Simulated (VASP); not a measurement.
Here is a VASP 6.6.1 calculation.

File INCAR:

```
SYSTEM = C
  PREC = Accurate
  ENCUT = 520
  EDIFF = 1E-7
  ISMEAR = 0
  SIGMA = 0.15
  LREAL = .FALSE.
  LASPH = .TRUE.
  NELM = 100
  ALGO = Normal
  ISIF = 2
  LWAVE = .FALSE.
  LCHARG = .TRUE.
  GGA = PE
  LELF = .TRUE.
  LVHAR = .TRUE.
  NBANDS = 16
```

File KPOINTS:

```
regular mesh
0
G
  21 21 6
  0 0 0
```

File POSCAR:

```
C
1.0
    1.2275673014     -1.9623027691      0.0000000000
    1.2275673014      1.9623027691      0.0000000000
    0.0000000000      0.0000000000      7.9988086813
C
4
Direct
    0.0833329406      0.9166670594      0.7503043452
    0.5833329406      0.4166670594      0.2496956548
    0.9166670594      0.0833329406      0.2496956548
    0.4166670594      0.5833329406      0.7503043452
```

Potentials or basis: VASP PAW PBE potentials, release 64 (C).

Command:

```console
$ cat potpaw_PBE.64/C/POTCAR > POTCAR
$ mpirun -np 1 vasp_std > vasp.out
```

Q: Estimate the largest force.

A: 2.218 eV/Å.

Q: What does it give for the pressure?

A: 39.7 GPa.

Stress tensor (GPa, compression positive):
```
20.38  0.00  0.00
 0.00 98.42  0.00
 0.00  0.00  0.17
```

Caveat: the stress differs along the axes, from 0 to 98 GPa; this functional lacks dispersion, which binds layers or chains, so the pressure and a relaxed spacing across them are unreliable; forces of over 1 eV/Å act on the atoms, so gaps and moduli don't describe the material at rest.
